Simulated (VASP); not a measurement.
## Ge: single point with PBEsol

The system is Ge.

```xyz
1
Lattice="1.3971 -2.6005 0.0000 1.3971 2.6005 0.0000 0.0000 0.0000 2.6982" Properties=species:S:1:pos:R:3 pbc="T T T"
Ge    1.3971    0.0000    0.0000
```

```json
{"Program": "VASP 6.6.1", "Task": "single point", "Functional": "PBEsol", "Potentials or basis": "VASP PAW PBE potentials, release 64 (Ge_d)", "Cutoff": "520 eV", "k mesh": "8 × 8 × 8", "Occupations": "fermi-dirac, width 0.05 eV", "Spin": "non-collinear spin, zero start, spin-orbit coupling", "Starting moments": "[[0.0, 0.0, 0.0]] μB"}
```

```json
{"Pressure": "-4.6 GPa", "Net moment": "0.00 μB per cell", "Valence electrons inside the program's atomic spheres": "Ge 12.21"}
```

Stress tensor (GPa, compression positive):
```
-2.19  0.00  0.00
 0.00 -5.07  0.00
 0.00  0.00 -6.55
```

Moments on the atoms (μB; x, y, z):
```
Ge  0.00 0.00 0.00
```

Run time: 48 s on 1 thread of Intel(R) Xeon(R) Platinum 8488C (Sapphire Rapids), with other jobs on the host, peak memory 0.22 GiB.

Caveat: the PAW data sets were made with another functional, which shifts forces and pressure a little.
